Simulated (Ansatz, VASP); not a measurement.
## AlGa2Sb3 in VASP and in Ansatz

```
CELL_PARAMETERS angstrom
6.24446 0.00000 0.00000
-3.12223 5.40786 0.00000
0.00000 0.00000 5.00272
ATOMIC_POSITIONS crystal
Al 0.00000 0.00000 0.00000
Ga 0.33333 0.66667 0.00000
Ga 0.66667 0.33333 0.00000
Sb 0.50000 0.00000 0.50000
Sb 0.00000 0.50000 0.50000
Sb 0.50000 0.50000 0.50000
```

Change from the starting cell: species swapped into the NdAl2Pt3 type (P6/mmm, No. 191).

Alike in both runs: functional PBE; k mesh 6 × 6 × 8; occupations gaussian, width 0.1 eV; no spin polarisation.

Ansatz relaxed the structure, and its values are those at the end. VASP's run is a single point on that final structure, the one shown.

|  | VASP | Ansatz |
| --- | --- | --- |
| version | VASP 6.6.1 | Ansatz 0.2.0 |
| potentials or method | VASP PAW PBE potentials, release 64 (Al, Ga_d, Sb), cutoff 520 eV | scalar-relativistic, plane waves, PAW |
| valence electrons in the cell | 44 | 74 |

```tsv
	VASP	Ansatz	Ansatz less VASP
gap on the k mesh at the Fermi level (eV)	none	none	-
pressure (GPa)	0.0	0.0	+0.01
```

A gap of «none» marks a metal or a gap that the smearing closes. VASP's potentials hold 44 valence electrons a cell and Ansatz's 74, so a difference there can come from the potentials and not from the codes.

Neither program's run includes spin-orbit coupling.
